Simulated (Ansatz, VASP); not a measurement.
Two plane-wave programs on YHf3

```
Y Hf
1.0
     4.37033    0.00000    0.00000
     0.00000    4.37033    0.00000
     0.00000    0.00000    4.37033
Y Hf
1 3
Direct
  0.00000 0.00000 0.00000
  0.00000 0.50000 0.50000
  0.50000 0.00000 0.50000
  0.50000 0.50000 0.00000
```

Alike in both runs: task relaxation of cell and atoms; functional PBE; k mesh 4 × 4 × 4; occupations gaussian, width 0.1 eV; no spin polarisation.

```csv
,VASP,Ansatz
version,VASP 6.6.1,Ansatz 0.2.0
potentials or method,"VASP PAW PBE potentials, release 64 (Y_sv, Hf_pv), cutoff 600 eV","scalar-relativistic, plane waves, PAW"
valence electrons in the cell,41,89
```

Ansatz gave:

| Item | Value |
| --- | --- |
| gap on the k mesh at the Fermi level, each at its own relaxed structure (eV) | none |
| relaxed volume (Å³/atom) | 24.21 |
| relaxed cell length with the largest relative difference (Å) | 4.592 |

Task: What did VASP give for the same quantities?

Result: gap on the k mesh at the Fermi level, each at its own relaxed structure (eV): none; relaxed volume (Å³/atom): 24.19; relaxed cell length with the largest relative difference (Å): 4.591.

A gap of «none» marks a metal or a gap that the smearing closes. VASP's potentials hold 41 valence electrons a cell and Ansatz's 89, so a difference there can come from the potentials and not from the codes.

Spin-orbit coupling is off throughout. Noted on VASP's run: the volume moved by over 15 % at a fixed basis, so the end points are rough.
